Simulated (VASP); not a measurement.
# Al (C2/m) in VASP: further runs, part 2 of 3

VASP 6.6.1. The steps go on from the part before.

### Step 3. Electric field gradients, r2SCAN (shortest bond scaled by 0.7)

Contents of POSCAR:

```
Al
1.0
    2.8642811953      0.0000000000      0.0000000000
   -1.4321405977      2.4805402787      0.0000000000
    0.0000000000      0.0000000000      4.6401355364
Al
2
Direct
    0.2333333333      0.6166666667      0.1750000000
    0.7666666667      0.3833333333      0.8250000000
```

Contents of INCAR.step1:

```
SYSTEM = Al
PREC = Accurate ; ENCUT = 520
ISMEAR = -1 ; SIGMA = 0.05
LREAL = .FALSE. ; LASPH = .TRUE.
NELM = 100 ; NBANDS = 10
GGA = PE ; ALGO = Normal
EDIFF = 1E-4 ; LWAVE = .TRUE.
LCHARG = .FALSE.
```

Contents of INCAR.step2:

```
SYSTEM = Al
PREC = Accurate ; ENCUT = 520
EDIFF = 1E-8 ; ISMEAR = -1
SIGMA = 0.05 ; LREAL = .FALSE.
LASPH = .TRUE. ; NELM = 100
ALGO = Normal ; ISIF = 2
LWAVE = .FALSE. ; LCHARG = .FALSE.
METAGGA = R2SCAN ; LMIXTAU = .TRUE.
LEFG = .TRUE. ; NBANDS = 10
ISTART = 1
```

Contents of KPOINTS:

```
regular mesh
0
G
  12 12 7
  0 0 0
```

Potentials or basis: VASP PAW PBE potentials, release 64 (Al).

Run with:

```bash
cat potpaw_PBE.64/Al/POTCAR > POTCAR
cp INCAR.step1 INCAR
mpirun -np 1 vasp_std > vasp.out
cp INCAR.step2 INCAR
mpirun -np 1 vasp_std > vasp.out
```

OUTCAR:

```text
SYSTEM = Al
   PREC = Accurate
   ENCUT = 520
   EDIFF = 1E-8
   ISMEAR = -1
   LREAL = .FALSE.
   LASPH = .TRUE.
   NELM = 100
   ISIF = 2
   METAGGA = R2SCAN
   ISTART = 1

 ion  position               nearest neighbor table
   1  0.233  0.617  0.175-   2 1.99   2 2.54   2 2.54   2 3.23
   2  0.767  0.383  0.825-   1 1.99   1 2.54   1 2.54   1 3.23

  LATTYP: Found a hexagonal cell.
 ALAT       =     2.8642811953
 C/A-ratio  =     1.6200000000

  Lattice vectors:

 A1 = (   2.8642811953,   0.0000000000,   0.0000000000)
 A2 = (  -1.4321405977,   2.4805402787,   0.0000000000)
 A3 = (   0.0000000000,   0.0000000000,   4.6401355364)

Analysis of symmetry for initial positions (statically):
=====================================================================
 Subroutine PRICEL returns:
 Original cell was already a primitive cell.

 Routine SETGRP: Setting up the symmetry group for a
 hexagonal supercell.

 Subroutine GETGRP returns: Found  4 space group operations
 (whereof  4 operations were pure point group operations)
 out of a pool of 24 trial point group operations.

The static configuration has the point symmetry C_2h.

Analysis of symmetry for dynamics (positions and initial velocities):
=====================================================================
 Subroutine PRICEL returns:
 Original cell was already a primitive cell.

 Routine SETGRP: Setting up the symmetry group for a
 hexagonal supercell.

 Subroutine GETGRP returns: Found  4 space group operations
 (whereof  4 operations were pure point group operations)
 out of a pool of 24 trial point group operations.

The dynamic configuration has the point symmetry C_2h.

 Subroutine INISYM returns: Found  4 space group operations
 (whereof  4 operations are pure point group operations),
 and found     1 'primitive' translations

----------------------------------------------------------------------------------------

                                     Primitive cell

  volume of cell :      32.9680

  direct lattice vectors                    reciprocal lattice vectors
     2.864281195  0.000000000  0.000000000     0.349127733  0.201568991  0.000000000
    -1.432140598  2.480540279  0.000000000     0.000000000  0.403137981  0.000000000
     0.000000000  0.000000000  4.640135536     0.000000000  0.000000000  0.215510946

  length of vectors
     2.864281195  2.864281195  4.640135536     0.403137981  0.403137981  0.215510946

  position of ions in fractional coordinates (direct lattice)
     0.233333333  0.616666667  0.175000000
     0.766666667  0.383333333  0.825000000

  ion indices of the primitive-cell ions
   primitive index   ion index
                 1           1
                 2           2

----------------------------------------------------------------------------------------

 KPOINTS: regular mesh

[... 80 lines left out ...]
   EMIN   =  10.00;   EMAX   =-10.00  energy-range for DOS
   EFERMI =   0.00;   METHOD = LEGACY
   ISMEAR =    -1;   SIGMA  =   0.05  broadening in eV -4-tet -1-fermi 0-gaus
   EFERMI_NEDOS =   21; number of points for ismear=-14 and -15
   IALGO  =     38    algorithm
   IMIX   =      4    mixing-type and parameters
     AMIX     =   0.40;   BMIX     =  1.00
     AMIX_MAG =   1.60;   BMIX_MAG =  1.00
  volume/ion in A,a.u.               =      16.48       111.24
  Fermi-wavevector in a.u.,A,eV,Ry     =   0.927743  1.753180 11.710632  0.860707
  Thomas-Fermi vector in A             =   2.053845
   LORBIT       =      0    0 simple, 1 ext, 2 COOP (PROOUT), +10 PAW based schemes
   METAGGA = R2SCAN    functional components
   LHFCALC =     F    Hartree Fock is set to
   AEXX    =    0.0000 exact exchange contribution
   IVDW    =     0    specifies the selected vdW correction
   LEPSILON=     F    determine dielectric tensor
   LRPA    =     F    only Hartree local field effects (RPA)
 non-spin polarized calculation
  energy-cutoff  :      520.00
  volume of cell :       32.97
 maximum number of plane-waves:       905
 NGX is ok and might be reduce to    24
   NGX = 11   NGY = 11   NGZ = 17

 number of electron       6.0000000 magnetization

 Free energy of the ion-electron system (eV)
  ---------------------------------------------------
  ext. energy  EPLUGINS =         0.00000000
  ---------------------------------------------------
  free energy    TOTEN  =       -10.85142102 eV

  energy without entropy =      -10.84542501  energy(sigma->0) =      -10.84842302

 E-fermi :   7.9597     XC(G=0): -10.7388

 val. band max:        7.9295213841   @ k =   0.0000   0.4167   0.0000
 cond. band min:       7.9760601966   @ k =   0.5000   0.0000   0.1429
 fundamental gap:      0.0465388125
 Fermi energy:         7.9597183686

 k-point     1 :       0.0000    0.0000    0.0000
  band No.  band energies     occupation
      1      -4.5852      2.00000
      2       3.3657      2.00000
      3       3.8396      2.00000
      4      17.2543      0.00000
      5      17.7798      0.00000
      6      17.9797      0.00000
      7      18.5611      0.00000
      8      19.9492      0.00000
      9      20.7291      0.00000
     10      24.2447      0.00000
[... 287 lines left out ...]
 k-point    24 :      -0.4167    0.3333    0.0000
  band No.  band energies     occupation
      1      -0.9595      2.00000
      2       4.8865      2.00000
      3       7.0443      2.00000
      4       7.3011      2.00000
      5      10.9397      0.00000
      6      13.1079      0.00000
      7      13.4601      0.00000
      8      16.8831      0.00000
      9      19.1747      0.00000
     10      19.8238      0.00000

 [... further k-points ...]

------------------------ aborting loop because EDIFF is reached ----------------------------------------

  FORCE on cell =-STRESS in cart. coord.  units (eV):
  Direction    XX          YY          ZZ          XY          YZ          ZX
  --------------------------------------------------------------------------------------
  -------------------------------------------------------------------------------------
  Total        3.9710961      1.6467941     10.7027569      2.0129046      3.2815251      5.6837687
  in kB      192.9871455     80.0308244    520.1320835     97.8230436    159.4754054    276.2195266
  external PRESSURE =     264.3833511 kB  Pullay stress =       0.0000000 kB

 VOLUME and BASIS-vectors are now :
 -----------------------------------------------------------------------------
  energy-cutoff  :      520.00
  volume of cell :       32.97
      direct lattice vectors                 reciprocal lattice vectors
     2.864281195  0.000000000  0.000000000     0.349127733  0.201568991  0.000000000
    -1.432140598  2.480540279  0.000000000     0.000000000  0.403137981  0.000000000
     0.000000000  0.000000000  4.640135536     0.000000000  0.000000000  0.215510946

 POSITION                                       TOTAL-FORCE (eV/Angst)
 -----------------------------------------------------------------------------------
     -0.21482      1.52967      0.81202         3.512311      2.027833      8.241465
      1.64696      0.95087      3.82811        -3.512311     -2.027833     -8.241465
 -----------------------------------------------------------------------------------
    total drift:                               -0.000000      0.000000     -0.000000

  FREE ENERGIE OF THE ION-ELECTRON SYSTEM (eV)
  ---------------------------------------------------
  free  energy   TOTEN  =       -10.8514210190 eV

  energy  without entropy=      -10.8454250111  energy(sigma->0) =      -10.84842302

 Electric field gradients (V/A^2)
---------------------------------------------------------------------
 ion       V_xx      V_yy      V_zz      V_xy      V_xz      V_yz
---------------------------------------------------------------------
   1      -1.415     9.682    -8.267    -9.611   -12.227    -7.059
   2      -1.415     9.682    -8.267    -9.611   -12.227    -7.059
---------------------------------------------------------------------

 Electric field gradients after diagonalization (V/A^2)
 (convention: |V_zz| > |V_xx| > |V_yy|)
----------------------------------------------------------------------
 ion       V_xx      V_yy      V_zz     asymmetry (V_yy - V_xx)/ V_zz
----------------------------------------------------------------------
   1      15.231     6.518   -21.749       0.401
   2      15.231     6.518   -21.749       0.401
----------------------------------------------------------------------

           NMR quadrupolar parameters

 Cq : quadrupolar parameter    Cq=e*Q*V_zz/h
 eta: asymmetry parameters     (V_yy - V_xx)/ V_zz
 Q  : nuclear electric quadrupole moment in mb (millibarn)
----------------------------------------------------------------------
 ion       Cq(MHz)       eta       Q (mb)
----------------------------------------------------------------------
   1      -0.053       0.401       1.000
   2      -0.053       0.401       1.000
----------------------------------------------------------------------
```

Run time: 6.4 min. Hardware: 1 thread of Intel Xeon 8259CL, shared host; peak memory 0.21 GiB.

Results:

- Free energy: -10.8514 eV
- Pressure: 26.4 GPa
- Largest force: 9.185 eV/Å
- Band gap on the k mesh: zero (bands 3 and 4 overlap by 4.80 eV)
- Largest electric field gradient by atom: Al -21.7 V/Å²

Forces on the atoms (eV/Å):
```
Al   3.512  2.028  8.241
Al  -3.512 -2.028 -8.241
```

Stress tensor (GPa, compression positive):
```
19.30  9.78 27.62
 9.78  8.00 15.95
27.62 15.95 52.01
```

Electric field gradients, principal values (V/Å²):
```tsv
atom	least	middle	greatest (by size)
1 Al	6.518	15.231	-21.749
2 Al	6.518	15.231	-21.749
```

Caveat: the cell differs from its parent crystal (shortest bond scaled by 0.7); the stress differs along the axes, from 8 to 52 GPa; without QUAD_EFG the Cq values of the log hold for a quadrupole moment of 1 mb, not for the nuclei; the PAW data sets were made with another functional, which shifts forces and pressure a little.

### Step 4. Electric field gradients, r2SCAN (shortest bond scaled by 0.64)

Contents of POSCAR:

```
Al
1.0
    2.8642811953      0.0000000000      0.0000000000
   -1.4321405977      2.4805402787      0.0000000000
    0.0000000000      0.0000000000      4.6401355364
Al
2
Direct
    0.2133333333      0.6066666667      0.1600000000
    0.7866666667      0.3933333333      0.8400000000
```

Contents of INCAR.step1:

```
SYSTEM = Al
  PREC = Accurate
  ENCUT = 520
  ISMEAR = -1
  SIGMA = 0.05
  LREAL = .False.
  LASPH = .True.
  NELM = 60
  NBANDS = 10
  GGA = PE
  ALGO = Normal
  EDIFF = 1E-4
  LWAVE = .True.
  LCHARG = .False.
```

Contents of INCAR.step2:

```
SYSTEM = Al
  PREC = Accurate
  ENCUT = 520
  EDIFF = 1E-8
  ISMEAR = -1
  SIGMA = 0.05
  LREAL = .False.
  LASPH = .True.
  NELM = 60
  ALGO = Normal
  ISIF = 2
  LWAVE = .False.
  LCHARG = .False.
  METAGGA = R2SCAN
  LMIXTAU = .True.
  LEFG = .True.
  NBANDS = 10
  ISTART = 1
```

Contents of KPOINTS:

```
regular mesh
0
Gamma
  12 12 7
  0 0 0
```

Potentials or basis: VASP PAW PBE potentials, release 64 (Al).

Run with:

```bash
cat potpaw_PBE.64/Al/POTCAR > POTCAR
cp INCAR.step1 INCAR
mpirun -np 1 vasp_std > vasp.out
cp INCAR.step2 INCAR
mpirun -np 1 vasp_std > vasp.out
```

OUTCAR:

```text
SYSTEM = Al
   PREC = Accurate
   ENCUT = 520
   EDIFF = 1E-8
   ISMEAR = -1
   LREAL = .False.
   LASPH = .True.
   NELM = 60
   ISIF = 2
   METAGGA = R2SCAN
   ISTART = 1

 ion  position               nearest neighbor table
   1  0.213  0.607  0.160-   2 1.82   2 2.51   2 2.51   2 3.33
   2  0.787  0.393  0.840-   1 1.82   1 2.51   1 2.51   1 3.33

  LATTYP: Found a hexagonal cell.
 ALAT       =     2.8642811953
 C/A-ratio  =     1.6200000000

  Lattice vectors:

 A1 = (   2.8642811953,   0.0000000000,   0.0000000000)
 A2 = (  -1.4321405977,   2.4805402787,   0.0000000000)
 A3 = (   0.0000000000,   0.0000000000,   4.6401355364)

Analysis of symmetry for initial positions (statically):
=====================================================================
 Subroutine PRICEL returns:
 Original cell was already a primitive cell.

 Routine SETGRP: Setting up the symmetry group for a
[... 501 lines left out ...]
  energy-cutoff  :      520.00
  volume of cell :       32.97
      direct lattice vectors                 reciprocal lattice vectors
     2.864281195  0.000000000  0.000000000     0.349127733  0.201568991  0.000000000
    -1.432140598  2.480540279  0.000000000     0.000000000  0.403137981  0.000000000
     0.000000000  0.000000000  4.640135536     0.000000000  0.000000000  0.215510946

 POSITION                                       TOTAL-FORCE (eV/Angst)
 -----------------------------------------------------------------------------------
     -0.25779      1.50486      0.74242         6.381866      3.684572     13.196770
      1.68993      0.97568      3.89771        -6.381866     -3.684572    -13.196770
 -----------------------------------------------------------------------------------
    total drift:                                0.000000     -0.000000      0.000000

  FREE ENERGIE OF THE ION-ELECTRON SYSTEM (eV)
  ---------------------------------------------------
  free  energy   TOTEN  =        -8.8338500180 eV

  energy  without entropy=       -8.8303032109  energy(sigma->0) =       -8.83207661

 Electric field gradients (V/A^2)
---------------------------------------------------------------------
 ion       V_xx      V_yy      V_zz      V_xy      V_xz      V_yz
---------------------------------------------------------------------
   1      -2.755    11.221    -8.466   -12.103   -12.987    -7.498
   2      -2.755    11.221    -8.466   -12.103   -12.987    -7.498
---------------------------------------------------------------------

 Electric field gradients after diagonalization (V/A^2)
 (convention: |V_zz| > |V_xx| > |V_yy|)
----------------------------------------------------------------------
 ion       V_xx      V_yy      V_zz     asymmetry (V_yy - V_xx)/ V_zz
----------------------------------------------------------------------
   1      18.209     5.906   -24.115       0.510
   2      18.209     5.906   -24.115       0.510
----------------------------------------------------------------------

           NMR quadrupolar parameters

 Cq : quadrupolar parameter    Cq=e*Q*V_zz/h
 eta: asymmetry parameters     (V_yy - V_xx)/ V_zz
 Q  : nuclear electric quadrupole moment in mb (millibarn)
----------------------------------------------------------------------
 ion       Cq(MHz)       eta       Q (mb)
----------------------------------------------------------------------
   1      -0.058       0.510       1.000
   2      -0.058       0.510       1.000
----------------------------------------------------------------------
```

It took 6.2 min on 1 thread of Intel Xeon 8259CL, shared host; peak memory 0.21 GiB.

Results:

| Quantity | Value |
| --- | --- |
| Free energy | -8.8339 eV |
| Pressure | 42.5 GPa |
| Largest force | 15.115 eV/Å |
| Band gap on the k mesh | zero (bands 3 and 4 overlap by 4.66 eV) |
| Largest electric field gradient by atom | Al -24.1 V/Å² |

Forces in eV/Å, atoms in the order of the input:
```
Al    6.382   3.685  13.197
Al   -6.382  -3.685 -13.197
```

Electric field gradients, principal values (V/Å²):
| atom | least | middle | greatest (by size) |
| --- | --- | --- | --- |
| 1 Al | 5.906 | 18.209 | -24.115 |
| 2 Al | 5.906 | 18.209 | -24.115 |

Caveat: the cell differs from its parent crystal (shortest bond scaled by 0.64); the stress differs along the axes, from 13 to 83 GPa; without QUAD_EFG the Cq values of the log hold for a quadrupole moment of 1 mb, not for the nuclei; the PAW data sets were made with another functional, which shifts forces and pressure a little.

(Continued in part 3 of 3.)

The gap in the log of VASP goes by the Fermi energy; the results here count the filled bands.